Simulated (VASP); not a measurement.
# MoS2 (R-3m) in VASP: single point with PBE-based global hybrid

Aim: the single point of MoS2 with PBE-based global hybrid.

Everything below comes from runs of VASP 6.6.1. Logs are shortened: lines on timing, memory, paths and dates and some standing lists are left out, and cuts for length are marked.

### 1 The cell of the first run

The structure is trigonal, space group R-3m (No. 166). The conventional cell has a = 3.193 Å, b = 3.193 Å, c = 18.232 Å, α = 90.00°, β = 90.00°, γ = 120.00°. Within 3.2 Å of Mo (site symmetry -3m) lie 6 S at 2.42 Å and 6 Mo at 3.19 Å. S (site symmetry 3m) has 3 Mo at 2.42 Å and 6 S at 3.19 Å within 3.2 Å.

### 2 Single point, PBE-based global hybrid

POSCAR reads:

```
MoS2
1.0
    1.5965300489      0.9217570535      6.0772313985
   -1.5965300489      0.9217570535      6.0772313985
    0.0000000000     -1.8435141070      6.0772313985
Mo S
1 2
Direct
    0.0000000000      0.0000000000      0.0000000000
    0.2474267338      0.2474267338      0.2474267338
    0.7525732662      0.7525732662      0.7525732662
```

INCAR.step1 reads:

```
SYSTEM = MoS2
ALGO     = Normal         ! electronic algorithm
EDIFF    = 1E-5           ! SCF threshold, eV
ENCUT    = 520            ! plane-wave cutoff, eV
GGA      = PE             ! functional
ISIF     = 2              ! what is computed and relaxed
ISMEAR   = -1             ! smearing method
LASPH    = .True.         ! aspherical terms in the spheres
LCHARG   = .False.        ! write CHGCAR
LREAL    = .False.        ! projectors in reciprocal space
LWAVE    = .True.         ! write WAVECAR
NBANDS   = 20             ! bands
NELM     = 100            ! most SCF steps
PREC     = Accurate       ! precision mode
SIGMA    = 0.02           ! smearing width, eV
```

INCAR.step2 reads:

```
SYSTEM = MoS2
AEXX     = 0.1            ! exact-exchange fraction
ALGO     = Normal         ! electronic algorithm
EDIFF    = 1E-6           ! SCF threshold, eV
ENCUT    = 520            ! plane-wave cutoff, eV
GGA      = PE             ! functional
ISIF     = 2              ! what is computed and relaxed
ISMEAR   = -1             ! smearing method
ISTART   = 1            
LASPH    = .True.         ! aspherical terms in the spheres
LCHARG   = .False.        ! write CHGCAR
LHFCALC  = .True.         ! exact exchange
LREAL    = .False.        ! projectors in reciprocal space
LWAVE    = .False.        ! write WAVECAR
NBANDS   = 20             ! bands
NELM     = 100            ! most SCF steps
PREC     = Accurate       ! precision mode
PRECFOCK = Normal       
SIGMA    = 0.02           ! smearing width, eV
```

KPOINTS reads:

```
k-points
0
Gamma
  4 4 4
  0 0 0
```

Potentials or basis: VASP PAW PBE potentials, release 64 (Mo_sv, S).

Started as:

```
cat potpaw_PBE.64/Mo_sv/POTCAR potpaw_PBE.64/S/POTCAR > POTCAR
cp INCAR.step1 INCAR
mpirun -np 1 vasp_std > vasp.out
cp INCAR.step2 INCAR
mpirun -np 1 vasp_std > vasp.out
```

OUTCAR:

```text
SYSTEM = MoS2
   AEXX = 0.1
   EDIFF = 1E-6
   ENCUT = 520
   GGA = PE
   ISIF = 2
   ISMEAR = -1
   ISTART = 1
   LASPH = .True.
   LHFCALC = .True.
   LREAL = .False.
   NELM = 100
   PREC = Accurate
   PRECFOCK = Normal

 ion  position               nearest neighbor table
   1  0.000  0.000  0.000-   3 2.42   2 2.42   3 2.42   3 2.42   2 2.42   2 2.42
   2  0.247  0.247  0.247-   1 2.42   1 2.42   1 2.42
   3  0.753  0.753  0.753-   1 2.42   1 2.42   1 2.42

  LATTYP: Found a trigonal (rhomboedric) cell.
 ALAT       =     6.3506917524
 COS(alpha) =     0.8736014411

  Lattice vectors:

 A1 = (   1.5965300489,   0.9217570535,   6.0772313985)
 A2 = (  -1.5965300489,   0.9217570535,   6.0772313985)
 A3 = (   0.0000000000,  -1.8435141070,   6.0772313985)

Analysis of symmetry for initial positions (statically):
=====================================================================
 Subroutine PRICEL returns:
 Original cell was already a primitive cell.

 Routine SETGRP: Setting up the symmetry group for a
 trigonal (rhombohedral) supercell.

 Subroutine GETGRP returns: Found 12 space group operations
 (whereof 12 operations were pure point group operations)
 out of a pool of 12 trial point group operations.

The static configuration has the point symmetry D_3d.

Analysis of symmetry for dynamics (positions and initial velocities):
=====================================================================
 Subroutine PRICEL returns:
 Original cell was already a primitive cell.

 Routine SETGRP: Setting up the symmetry group for a
 trigonal (rhombohedral) supercell.

 Subroutine GETGRP returns: Found 12 space group operations
 (whereof 12 operations were pure point group operations)
 out of a pool of 12 trial point group operations.

The dynamic configuration has the point symmetry D_3d.

 Subroutine INISYM returns: Found 12 space group operations
 (whereof 12 operations are pure point group operations),
 and found     1 'primitive' translations

----------------------------------------------------------------------------------------

                                     Primitive cell

  volume of cell :      53.6600

  direct lattice vectors                    reciprocal lattice vectors
     1.596530049  0.921757054  6.077231399     0.313179198  0.180814094  0.054849538
[... 80 lines left out ...]
   IBRION =     -1    ionic relax: 0-MD 1-quasi-New 2-CG
   NFREE  =      0    steps in history (QN), initial steepest desc. (CG)
   ISIF   =      2    stress and relaxation
   ISYM   =      3    0-nonsym 1-usesym 2-fastsym
   POTIM  = 0.5000    time-step for ionic-motion
   TEBEG  =    0.0;   TEEND  =   0.0 temperature during run
   PSTRESS=    0.0 pullay stress
   NELECT =      26.0000    total number of electrons
   NUPDOWN=      -1.0000    fix difference up-down
   EMIN   =  10.00;   EMAX   =-10.00  energy-range for DOS
   EFERMI =   0.00;   METHOD = LEGACY
   ISMEAR =    -1;   SIGMA  =   0.02  broadening in eV -4-tet -1-fermi 0-gaus
   EFERMI_NEDOS =   21; number of points for ismear=-14 and -15
   IALGO  =     38    algorithm
   IMIX   =      1    mixing-type and parameters
     AMIX     =   0.40;   BMIX     =  1.00
     AMIX_MAG =   1.60;   BMIX_MAG =  1.00
  volume/ion in A,a.u.               =      17.89       120.71
  Fermi-wavevector in a.u.,A,eV,Ry     =   1.285827  2.429860 22.495194  1.653350
  Thomas-Fermi vector in A             =   2.417938
   LORBIT       =      0    0 simple, 1 ext, 2 COOP (PROOUT), +10 PAW based schemes
   GGA     = PE    functional components
   LHFCALC =     T    Hartree Fock is set to
   PRECFOCK=normal    Normal, Fast or Accurate (Low or Medium for compatibility)
   ENCUT4O =  -1.0   cutoff for four orbital integrals eV
   NKREDX  =     1    reduce k-point grid by
   NKREDY  =     1    reduce k-point grid by
   NKREDZ  =     1    reduce k-point grid by
   AEXX    =    0.1000 exact exchange contribution
   HFSCREEN=    0.0000 screening length (either q_TF or 0.3 A-1)
   HFSCREENC=   0.0000 screening length for correlation (either q_TF or 0.3 A-1)
   ENCUTFOCK=  -1.0 apply spherical cutoff to Coloumb kernel
   IVDW    =     0    specifies the selected vdW correction
   LEPSILON=     F    determine dielectric tensor
   LRPA    =     F    only Hartree local field effects (RPA)
 non-spin polarized calculation
  energy-cutoff  :      520.00
  volume of cell :       53.66
 maximum number of plane-waves:      1460
  NGX = 36; NGY = 36; NGZ = 36

 number of electron      26.0000001 magnetization

 Free energy of the ion-electron system (eV)
  ---------------------------------------------------
  ext. energy  EPLUGINS =         0.00000000
  ---------------------------------------------------
  free energy    TOTEN  =       -23.36226620 eV

  energy without entropy =      -23.35745362  energy(sigma->0) =      -23.35985991

 E-fermi :   7.5934     XC(G=0):  -9.9278

 val. band max:        7.4572136938   @ k =  -0.2500   0.5000   0.2500
 cond. band min:       7.6072532154   @ k =   0.5000   0.2500   0.0000
 fundamental gap:      0.1500395216
 Fermi energy:         7.5934419002

 k-point     1 :       0.0000    0.0000    0.0000
  band No.  band energies     occupation
      1     -56.0966      2.00000
      2     -29.5694      2.00000
      3     -29.4910      2.00000
      4     -29.4910      2.00000
      5      -8.2896      2.00000
      6      -6.6255      2.00000
[... 288 lines left out ...]
     19      16.0071      0.00000
     20      17.9455      0.00000

------------------------ aborting loop because EDIFF is reached ----------------------------------------

  FORCE on cell =-STRESS in cart. coord.  units (eV):
  Direction    XX          YY          ZZ          XY          YZ          ZX
  --------------------------------------------------------------------------------------
  -------------------------------------------------------------------------------------
  Total        0.4668092      0.4668092     -0.0282741      0.0000000      0.0000000      0.0000000
  in kB       13.9379656     13.9379656     -0.8442055      0.0000000      0.0000000      0.0000000
  external PRESSURE =       9.0105752 kB  Pullay stress =       0.0000000 kB

 VOLUME and BASIS-vectors are now :
 -----------------------------------------------------------------------------
  energy-cutoff  :      520.00
  volume of cell :       53.66
      direct lattice vectors                 reciprocal lattice vectors
     1.596530049  0.921757054  6.077231399     0.313179198  0.180814094  0.054849538
    -1.596530049  0.921757054  6.077231399    -0.313179198  0.180814094  0.054849538
     0.000000000 -1.843514107  6.077231399     0.000000000 -0.361628188  0.054849538

 POSITION                                       TOTAL-FORCE (eV/Angst)
 -----------------------------------------------------------------------------------
      0.00000      0.00000      0.00000        -0.000000      0.000000     -0.000000
      0.00000      0.00000      4.51101         0.000000      0.000000      0.199921
      0.00000      0.00000     13.72069         0.000000     -0.000000     -0.199921
 -----------------------------------------------------------------------------------
    total drift:                               -0.000000     -0.000000     -0.000000

  FREE ENERGIE OF THE ION-ELECTRON SYSTEM (eV)
  ---------------------------------------------------
  free  energy   TOTEN  =       -23.3622662031 eV

  energy  without entropy=      -23.3574536207  energy(sigma->0) =      -23.35985991
```

OUTCAR.step1:

```text
SYSTEM = MoS2
   EDIFF = 1E-5
   ENCUT = 520
   GGA = PE
   ISIF = 2
   ISMEAR = -1
   LASPH = .True.
[... 509 lines left out ...]
      0.00000      0.00000      0.00000         0.000000     -0.000000     -0.000000
      0.00000      0.00000      4.51101         0.000000     -0.000000      0.008819
      0.00000      0.00000     13.72069         0.000000      0.000000     -0.008819
 -----------------------------------------------------------------------------------
    total drift:                               -0.000000      0.000000      0.000000

  FREE ENERGIE OF THE ION-ELECTRON SYSTEM (eV)
  ---------------------------------------------------
  free  energy   TOTEN  =       -20.8650814515 eV

  energy  without entropy=      -20.8591026862  energy(sigma->0) =      -20.86209207
```

OSZICAR.step1:

```text
N       E                     dE             d eps       ncg     rms          rms(c)
DAV:   1     0.186846377478E+03    0.18685E+03   -0.13718E+04   520   0.124E+03
DAV:   2    -0.149736152493E+02   -0.20182E+03   -0.19721E+03   664   0.316E+02
DAV:   3    -0.223963517721E+02   -0.74227E+01   -0.73221E+01   644   0.559E+01
DAV:   4    -0.224862827133E+02   -0.89931E-01   -0.89873E-01   608   0.649E+00
DAV:   5    -0.224876511617E+02   -0.13684E-02   -0.13684E-02   672   0.801E-01    0.230E+01
DAV:   6    -0.214866862373E+02    0.10010E+01   -0.14636E+01   548   0.209E+01    0.967E+00
DAV:   7    -0.210540146011E+02    0.43267E+00   -0.58445E+00   536   0.134E+01    0.616E+00
DAV:   8    -0.208648806325E+02    0.18913E+00   -0.86596E-01   544   0.517E+00    0.192E+00
DAV:   9    -0.208683759111E+02   -0.34953E-02   -0.57373E-02   616   0.134E+00    0.850E-01
DAV:  10    -0.208652413041E+02    0.31346E-02   -0.28492E-02   552   0.100E+00    0.165E-01
DAV:  11    -0.208651093670E+02    0.13194E-03   -0.12578E-03   560   0.237E-01    0.649E-02
DAV:  12    -0.208650724856E+02    0.36881E-04   -0.86965E-05   596   0.616E-02    0.353E-02
DAV:  13    -0.208650814515E+02   -0.89660E-05   -0.67327E-05   548   0.487E-02
   1 F= -.20865081E+02 E0= -.20862092E+02  d E =-.597877E-02
```

Wall time 52 min (1 thread of Intel Xeon Platinum 8488C (Sapphire Rapids), shared host); peak memory 0.34 GiB.

Results:

```yaml
Free_energy: -23.3623 eV
Pressure: 0.9 GPa
Largest_force: 0.200 eV/Å
Band_gap_on_the_k_mesh: zero (band 13 reaches 7.61 eV, above the bottom of band 14 at 7.08 eV)
```

Forces on the atoms (eV/Å):
```
Mo   0.000  0.000  0.000
S    0.000  0.000  0.200
S    0.000  0.000 -0.200
```

Stress tensor (GPa, compression positive):
```
 1.39  0.00  0.00
 0.00  1.39  0.00
 0.00  0.00 -0.08
```

Caveat: the k points lie up to 0.57 Å⁻¹ apart; the PAW data sets were made with another functional, which shifts forces and pressure a little.
